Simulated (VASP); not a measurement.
# Lu3TiN: single point with PBE

Crystal: Lu3TiN.

```
CELL_PARAMETERS angstrom
4.72008 0.00000 0.00000
0.00000 4.72008 0.00000
0.00000 0.00000 4.72008
ATOMIC_POSITIONS crystal
Lu 0.50000 0.00000 0.50000
Lu 0.50000 0.50000 0.00000
Lu 0.00000 0.50000 0.50000
Ti 0.00000 0.00000 0.00000
N 0.50000 0.50000 0.50000
```

The cell was built from a structure type or drawn by symmetry, and may not be a known phase.

```json
{
 "Program": "VASP 6.6.1",
 "Task": "single point",
 "Functional": "PBE",
 "Potentials or basis": "VASP PAW PBE potentials, release 64 (Lu, Ti_sv, N)",
 "Cutoff": "520 eV",
 "k mesh": "8 × 8 × 8",
 "Occupations": "gaussian, width 0.1 eV",
 "Spin": "collinear spin",
 "Starting moments": "[0.0, 0.0, 0.0, 1.81, 0.0] μB"
}
```

```yaml
Pressure: 0.4 GPa
Net_moment: 3.27 μB per cell
Site_moments: Lu +0.20; Ti +1.37; N +0.02 μB
Valence_electrons_inside_the_program's_atomic_spheres: Lu 23.25; Ti 10.12; N 3.69
```

Levels at points of the mesh, in eV from the Fermi level:
Spin up:
| k point | band 44 | band 45 | band 46 | band 47 | band 48 | band 49 | band 50 | band 51 | band 52 | band 53 |
| --- | --- | --- | --- | --- | --- | --- | --- | --- | --- | --- |
| (0.00, 0.00, 0.00) | -1.99 | -1.27 | -1.27 | -1.27 | 1.33 | 1.33 | 1.33 | 2.73 | 2.73 | 2.92 |
| (0.50, 0.00, 0.00) | -0.87 | -0.45 | -0.04 | -0.04 | 0.25 | 0.26 | 0.26 | 0.90 | 2.09 | 3.27 |
| (0.50, 0.50, 0.00) | -1.29 | -1.17 | -0.28 | -0.28 | -0.04 | 0.15 | 1.04 | 1.88 | 1.88 | 2.72 |
| (0.50, 0.50, 0.50) | -1.02 | -1.02 | 0.18 | 0.18 | 0.18 | 0.72 | 0.72 | 2.30 | 2.30 | 2.30 |
Spin down:
```csv
k point,band 40,band 41,band 42,band 43,band 44,band 45,band 46,band 47,band 48,band 49
"(0.00, 0.00, 0.00)",-2.02,-2.02,-2.02,-1.61,-1.61,-0.43,-0.43,-0.43,2.20,2.20
"(0.50, 0.00, 0.00)",-2.55,-2.49,-2.49,-2.28,-0.41,0.58,0.63,0.63,0.83,1.66
"(0.50, 0.50, 0.00)",-4.25,-2.89,-1.42,-0.84,-0.84,-0.12,0.74,0.87,0.87,0.87
"(0.50, 0.50, 0.50)",-4.44,-4.43,-1.82,-0.13,-0.13,-0.13,0.80,0.80,0.80,1.52
```

Run time: 12 min on 1 thread of Oxide Virtual Turin-like Processor (shared host), peak memory 0.44 GiB.

Caveat: spin-orbit coupling is left out, which moves the levels of the heavy elements.
